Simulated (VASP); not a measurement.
Zn:

```
CELL_PARAMETERS angstrom
0.00000 2.71000 2.71000
2.71000 0.00000 2.71000
2.71000 2.71000 0.00000
ATOMIC_POSITIONS crystal
Zn 0.00000 0.00000 0.00000
Zn 0.25000 0.25000 0.25000
```

This isn't the form of Zn at room conditions, which is hcp.

* Program: VASP 6.6.1
* Task: relaxation of cell and atoms
* Functional: PBE
* Potentials or basis: VASP PAW PBE potentials, release 64 (Zn)
* Cutoff: 500 eV
* k mesh: 7 × 7 × 7
* Occupations: methfessel-paxton, width 0.05 eV
* Spin: no spin polarisation

At the start: pressure 10.4 GPa; volume 19.90 Å³/atom.

Task: How do energy, volume and symmetry change on relaxing?

Result: Over 4 steps the energy falls by 133.5 meV/atom and the volume is 24.88 Å³/atom (+25.0 %); space group Fd-3m (No. 227, to 0.1 Å) before and after.

Step by step:
```csv
step,energy change (eV),largest force (eV/Å),pressure (GPa),volume (Å³)
1,0.0000,0.0000,10.43,39.81
2,-0.2587,0.0000,1.29,47.74
3,-0.2667,0.0000,-0.21,50.12
4,-0.2669,0.0000,0.01,49.76
```

Final structure:
```
Zn
1.0
     0.00000    2.91933    2.91933
     2.91933    0.00000    2.91933
     2.91933    2.91933    0.00000
Zn
2
Cartesian
  0.0000 0.0000 0.0000
  1.4597 1.4597 1.4597
```

Caveat: the volume moved by over 15 % at a fixed basis, so the end points are rough.
